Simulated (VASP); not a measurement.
# Mg32HO32 (a cell with a defect) in VASP: single point with PBEsol

Aim: the single point of Mg32HO32 (a cell with a defect) with PBEsol.

All numbers are computed with VASP 6.6.1; they aren't measurements. Logs are shortened: lines on timing, memory, paths and dates and some standing lists are left out, and cuts for length are marked.

## (1) The cell of the first run

The cell holds a defect, 65 atoms: a = 8.429 Å, b = 8.429 Å, c = 8.429 Å, α = 90.00°, β = 90.00°, γ = 90.00°.

## (2) Single point, PBEsol

Contents of INCAR:

```
PREC = Accurate
ENCUT = 520
EDIFF = 1E-6
ISMEAR = -1
SIGMA = 0.05
LREAL = Auto
LASPH = T
NELM = 80
ALGO = Normal
ISIF = 2
LWAVE = F
LCHARG = F
GGA = PS
NELECT = 256.0
ISYM = 0
NBANDS = 166
```

Contents of KPOINTS:

```
Automatic mesh
0
Gamma
  1 1 1
  0.25 0.25 0.25
```

Contents of POSCAR:

```
Mg32HO32
1.0
    8.4288080000      0.0000000000      0.0000000000
    0.0000000000      8.4288080000      0.0000000000
    0.0000000000      0.0000000000      8.4288080000
O Mg H
32 32 1
Direct
    0.2501210000      0.0012060000      0.9985380000
    0.2501430000      0.9964570000      0.4988750000
    0.2501500000      0.5008870000      0.0034100000
    0.2514230000      0.4994690000      0.5001500000
    0.7498270000      0.0011700000      0.9985590000
    0.7498050000      0.0012050000      0.4988530000
    0.7497670000      0.5009010000      0.9985000000
    0.7546760000      0.5008870000      0.4988820000
    0.0004340000      0.2512360000      0.9986220000
    0.0008340000      0.2499340000      0.4984340000
    0.0007180000      0.7502920000      0.9997480000
    0.0030810000      0.7479560000      0.4997850000
    0.4989770000      0.2520540000      0.9979470000
    0.4947990000      0.2562610000      0.4981520000
    0.4997650000      0.7505400000      0.9985890000
    0.5010870000      0.7501490000      0.4984270000
    0.0007240000      0.0000030000      0.2494550000
    0.0004310000      0.0011290000      0.7485050000
    0.0030870000      0.4999650000      0.2518200000
    0.0008170000      0.5013190000      0.7498540000
    0.4997720000      0.0011300000      0.2491640000
    0.4989690000      0.0017540000      0.7477010000
    0.5011230000      0.5013200000      0.2495470000
    0.4945230000      0.5014680000      0.7432590000
    0.2497020000      0.2499320000      0.2495650000
    0.2494220000      0.2562680000      0.7435250000
    0.2510550000      0.7479570000      0.2518130000
    0.2496950000      0.7501470000      0.7498200000
    0.7498910000      0.2512370000      0.2491650000
    0.7492140000      0.2520530000      0.7477090000
    0.7510170000      0.7502910000      0.2494500000
    0.7498560000      0.7505410000      0.7484960000
    0.9991950000      0.0007570000      0.9989870000
    0.9977090000      0.9982170000      0.4989770000
    0.9976680000      0.5007560000      0.0015650000
    0.9946140000      0.4991400000      0.5005950000
    0.5007420000      0.0015190000      0.9982120000
    0.5018830000      0.0002410000      0.4986220000
    0.5018790000      0.5011120000      0.9995530000
    0.5215510000      0.5075850000      0.4920740000
    0.2498840000      0.2490980000      0.9995240000
    0.2434730000      0.2297820000      0.4922030000
    0.2502570000      0.7533610000      0.0015860000
    0.2518540000      0.7564310000      0.5005880000
    0.7494880000      0.2502520000      0.9982170000
    0.7507940000      0.2490980000      0.4986180000
    0.7502530000      0.7518230000      0.9989840000
    0.7528560000      0.7533590000      0.4989890000
    0.2502430000      0.9982180000      0.2464400000
    0.2498880000      0.0002400000      0.7506160000
    0.2518600000      0.4991400000      0.2433470000
    0.2433390000      0.5075900000      0.7702890000
    0.7502560000      0.0007560000      0.2479280000
    0.7494810000      0.0015210000      0.7494740000
    0.7528340000      0.5007570000      0.2464010000
    0.7508230000      0.5011110000      0.7506110000
    0.9991080000      0.2496770000      0.2478400000
    0.9994680000      0.2507170000      0.7490180000
    0.0007670000      0.7502690000      0.2495000000
    0.9991080000      0.7519100000      0.7500430000
    0.5002860000      0.2507170000      0.2482000000
    0.4990210000      0.2519340000      0.7477530000
    0.5013140000      0.7519110000      0.2478390000
    0.5002610000      0.7515420000      0.7489940000
    0.3196830000      0.4323580000      0.5684330000
```

Potentials or basis: VASP PAW PBE potentials, release 64 (O, Mg, H).

Command:

```bash
> cat potpaw_PBE.64/O/POTCAR potpaw_PBE.64/Mg/POTCAR potpaw_PBE.64/H/POTCAR > POTCAR
> mpirun -np 1 vasp_std > vasp.out
```

OUTCAR:

```text
PREC = Accurate
   ENCUT = 520
   EDIFF = 1E-6
   ISMEAR = -1
   LREAL = Auto
   LASPH = T
   NELM = 80
   ISIF = 2
   GGA = PS
   NELECT = 256.0
   ISYM = 0

 ion  position               nearest neighbor table
   1  0.250  0.001  0.999-  43 2.09  41 2.09  49 2.09  50 2.09  37 2.11  33 2.12
   2  0.250  0.996  0.499-  42 1.97  44 2.02  38 2.12  50 2.12  34 2.13  49 2.13
   3  0.250  0.501  0.003-  52 1.97  51 2.02  39 2.12  41 2.12  43 2.13  35 2.13
   4  0.251  0.499  0.500-  65 0.99  51 2.16  36 2.16  44 2.17  42 2.28  40 2.28  52 2.28
   5  0.750  0.001  0.999-  45 2.10  37 2.10  54 2.10  47 2.10  33 2.10  53 2.10
   6  0.750  0.001  0.499-  48 2.09  46 2.09  34 2.09  38 2.09  54 2.11  53 2.12
   7  0.750  0.501  0.998-  39 2.09  56 2.09  35 2.09  55 2.09  45 2.11  47 2.11
   8  0.755  0.501  0.499-  40 1.97  36 2.02  56 2.12  46 2.12  48 2.13  55 2.13
   9  0.000  0.251  0.999-  57 2.10  41 2.10  35 2.10  58 2.10  33 2.11  45 2.12
  10  0.001  0.250  0.498-  42 2.05  36 2.10  46 2.11  58 2.11  57 2.11  34 2.12
[... 71 lines left out ...]
                            55 2.96  33 2.97  53 2.97  41 2.97  46 2.97  45 2.98  51 2.99  36 2.99
  58  0.999  0.251  0.749-  18 2.10   9 2.10  26 2.11  30 2.11  10 2.11  20 2.11  36 2.96  56 2.97
                            46 2.97  45 2.98  54 2.98  33 2.98  50 2.99  41 2.99  52 2.99  42 2.99
  59  0.001  0.750  0.249-  17 2.10  31 2.11  11 2.11  12 2.11  27 2.11  19 2.11  48 2.96  43 2.96
                            34 2.96  49 2.96  55 2.96  35 2.96  53 2.99  33 2.99  47 2.99  44 2.99
  60  0.999  0.752  0.750-  18 2.10  32 2.10  11 2.10  12 2.11  28 2.11  20 2.11  52 2.92  48 2.96
                            34 2.96  33 2.97  47 2.97  56 2.97  50 2.97  54 2.98  44 2.99  36 2.99
  61  0.500  0.251  0.248-  21 2.10  29 2.10  14 2.11  13 2.11  25 2.11  23 2.11  51 2.96  39 2.97
                            41 2.97  45 2.98  37 2.98  53 2.98  38 2.99  46 2.99  40 2.99  42 2.99
  62  0.499  0.252  0.748-  24 2.10  26 2.10  14 2.10  22 2.11  30 2.11  13 2.11  38 2.99  50 2.99
                            54 2.99  37 2.99  41 2.99  46 2.99  45 2.99  39 2.99  56 2.99  42 3.05
  63  0.501  0.752  0.248-  21 2.10  15 2.10  31 2.10  27 2.11  16 2.11  23 2.11  40 2.92  43 2.96
                            49 2.96  53 2.97  47 2.97  39 2.97  38 2.97  37 2.98  44 2.99  51 2.99
  64  0.500  0.752  0.749-  32 2.10  15 2.10  24 2.11  22 2.11  28 2.11  16 2.11  44 2.96  38 2.97
                            50 2.97  37 2.98  54 2.98  47 2.98  39 2.99  56 2.99  52 2.99  40 2.99
  65  0.320  0.432  0.568-   4 0.99  52 1.93  40 1.93  42 1.93

IMPORTANT INFORMATION: All symmetrisations will be switched off!
NOSYMM: (Re-)initialisation of all symmetry stuff for point group C_1.

----------------------------------------------------------------------------------------

                                     Primitive cell

  volume of cell :     598.8230

  direct lattice vectors                    reciprocal lattice vectors
     8.428808000  0.000000000  0.000000000     0.118640738  0.000000000  0.000000000
     0.000000000  8.428808000  0.000000000     0.000000000  0.118640738  0.000000000
     0.000000000  0.000000000  8.428808000     0.000000000  0.000000000  0.118640738

  length of vectors
[... 205 lines left out ...]
   IMIX   =      4    mixing-type and parameters
     AMIX     =   0.40;   BMIX     =  1.00
     AMIX_MAG =   1.60;   BMIX_MAG =  1.00
  volume/ion in A,a.u.               =       9.21        62.17
  Fermi-wavevector in a.u.,A,eV,Ry     =   1.233262  2.330527 20.693577  1.520935
  Thomas-Fermi vector in A             =   2.367999
   LORBIT       =      0    0 simple, 1 ext, 2 COOP (PROOUT), +10 PAW based schemes
   GGA     = PS    functional components
   LHFCALC =     F    Hartree Fock is set to
   AEXX    =    0.0000 exact exchange contribution
   IVDW    =     0    specifies the selected vdW correction
   LEPSILON=     F    determine dielectric tensor
   LRPA    =     F    only Hartree local field effects (RPA)
 non-spin polarized calculation
  energy-cutoff  :      520.00
  volume of cell :      598.82
 maximum number of plane-waves:     16125
 NGX is ok and might be reduce to    64
   NGX = 31   NGY = 31   NGZ = 31

 number of electron     255.9999953 magnetization

 Free energy of the ion-electron system (eV)
  ---------------------------------------------------
  ext. energy  EPLUGINS =         0.00000000
  ---------------------------------------------------
  free energy    TOTEN  =      -407.44864143 eV

  energy without entropy =     -407.44864143  energy(sigma->0) =     -407.44864143

 E-fermi :   4.2628     XC(G=0): -11.2967

 val. band max:        2.9834021002   @ k =   0.2500   0.2500   0.2500
 cond. band min:       8.4762274214   @ k =  -0.2500   0.2500   0.2500
 fundamental gap:      5.4928253213
 Fermi energy:         4.2627729723

 k-point     1 :       0.2500    0.2500    0.2500
  band No.  band energies     occupation
      1     -16.5884      2.00000
      2     -13.8850      2.00000
      3     -13.5650      2.00000
      4     -13.5598      2.00000
      5     -13.4442      2.00000
      6     -13.2414      2.00000
[... 561 lines left out ...]
    139      11.5303      0.00000
    140      11.8415      0.00000
 [bands above 140 left out]

------------------------ aborting loop because EDIFF is reached ----------------------------------------

  FORCE on cell =-STRESS in cart. coord.  units (eV):
  Direction    XX          YY          ZZ          XY          YZ          ZX
  --------------------------------------------------------------------------------------
  -------------------------------------------------------------------------------------
  Total       -5.2835583     -5.3499044     -5.2829552      1.7921340      1.8045611     -1.8601657
  in kB      -14.1363926    -14.3139045    -14.1347790      4.7949334      4.8281825     -4.9769551
  external PRESSURE =     -14.1950254 kB  Pullay stress =       0.0000000 kB

 VOLUME and BASIS-vectors are now :
 -----------------------------------------------------------------------------
  energy-cutoff  :      520.00
  volume of cell :      598.82
      direct lattice vectors                 reciprocal lattice vectors
     8.428808000  0.000000000  0.000000000     0.118640738  0.000000000  0.000000000
     0.000000000  8.428808000  0.000000000     0.000000000  0.118640738  0.000000000
     0.000000000  0.000000000  8.428808000     0.000000000  0.000000000  0.118640738

 POSITION                                       TOTAL-FORCE (eV/Angst)
 -----------------------------------------------------------------------------------
      2.10822      0.01017      8.41649        -0.000928      0.005080     -0.005706
      2.10841      8.39894      4.20492         0.000850     -0.003527      0.002011
      2.10847      4.22188      0.02874        -0.001026     -0.001380      0.004649
      2.11920      4.20993      4.21567        -0.085490      0.093246     -0.086599
      6.32015      0.00986      8.41666        -0.001870      0.003344     -0.004566
      6.31996      0.01016      4.20474        -0.002878      0.005701     -0.003788
[... 57 lines left out ...]
      4.21660      6.33460      6.31313        -0.001129     -0.000103      0.001729
      2.69455      3.64426      4.79121         0.084326     -0.102523      0.085319
 -----------------------------------------------------------------------------------
    total drift:                                0.039469      0.031760     -0.040926

  FREE ENERGIE OF THE ION-ELECTRON SYSTEM (eV)
  ---------------------------------------------------
  free  energy   TOTEN  =      -407.4486414277 eV

  energy  without entropy=     -407.4486414277  energy(sigma->0) =     -407.44864143
```

Run time: 14 min. Hardware: 1 thread of AMD EPYC 7R13 (Zen 3), shared host; peak memory 0.68 GiB.

What came out:

| Quantity | Value |
| --- | --- |
| Free energy | -407.4486 eV |
| Largest force | 0.158 eV/Å |

Forces in eV/Å, atoms in the order of the input:
```
O   -0.001  0.005 -0.006
O    0.001 -0.004  0.002
O   -0.001 -0.001  0.005
O   -0.085  0.093 -0.087
O   -0.002  0.003 -0.005
O   -0.003  0.006 -0.004
O   -0.002  0.002 -0.006
O    0.006 -0.001 -0.001
O    0.002  0.004 -0.006
O    0.005  0.003 -0.003
O    0.006  0.002 -0.002
O    0.002 -0.004  0.000
O   -0.003  0.000 -0.002
O   -0.004  0.006  0.009
O   -0.002  0.002 -0.006
O   -0.001 -0.001 -0.004
O    0.004 -0.001 -0.003
O    0.002  0.004 -0.004
O    0.000  0.000  0.002
O    0.007  0.004 -0.005
O   -0.002  0.005 -0.003
O   -0.002  0.005 -0.001
O   -0.001  0.003  0.003
O    0.001 -0.001  0.000
O   -0.001  0.003  0.000
O    0.004  0.004 -0.004
O    0.001 -0.004  0.004
O    0.001 -0.002 -0.002
O   -0.002  0.005 -0.002
O   -0.003  0.001 -0.001
O    0.005  0.001 -0.002
O   -0.004  0.002 -0.004
Mg  -0.001 -0.001  0.001
Mg   0.006  0.004  0.003
Mg   0.005 -0.001 -0.001
Mg  -0.002  0.001  0.001
Mg  -0.001 -0.002  0.004
Mg  -0.006 -0.006  0.001
Mg  -0.006 -0.003  0.003
Mg   0.011  0.002 -0.006
Mg   0.001  0.002  0.005
Mg   0.000 -0.007  0.001
Mg  -0.002 -0.008 -0.004
Mg  -0.001  0.002  0.000
Mg  -0.001 -0.001  0.002
Mg   0.003  0.004  0.003
Mg  -0.001 -0.002  0.002
Mg  -0.005 -0.006  0.001
Mg   0.000  0.003  0.006
Mg  -0.001 -0.005 -0.003
Mg   0.000  0.001 -0.003
Mg  -0.006  0.002  0.011
Mg  -0.001 -0.002  0.002
Mg   0.000 -0.002  0.002
Mg  -0.002 -0.001  0.005
Mg   0.000 -0.002 -0.003
Mg   0.002 -0.001  0.004
Mg  -0.005 -0.002  0.001
Mg  -0.003  0.000 -0.002
Mg   0.000 -0.001  0.003
Mg   0.000 -0.003 -0.002
Mg   0.005 -0.006  0.008
Mg  -0.001 -0.001  0.003
Mg  -0.001  0.000  0.002
H    0.084 -0.103  0.085
```

Caveat: the k points lie up to 0.75 Å⁻¹ apart; the cell carries a net charge on a neutralising background, which shifts energy and pressure; the cell is charged against a uniform background, so pressure and absolute levels hang on convention; the PAW data sets were made with another functional, which shifts forces and pressure a little.
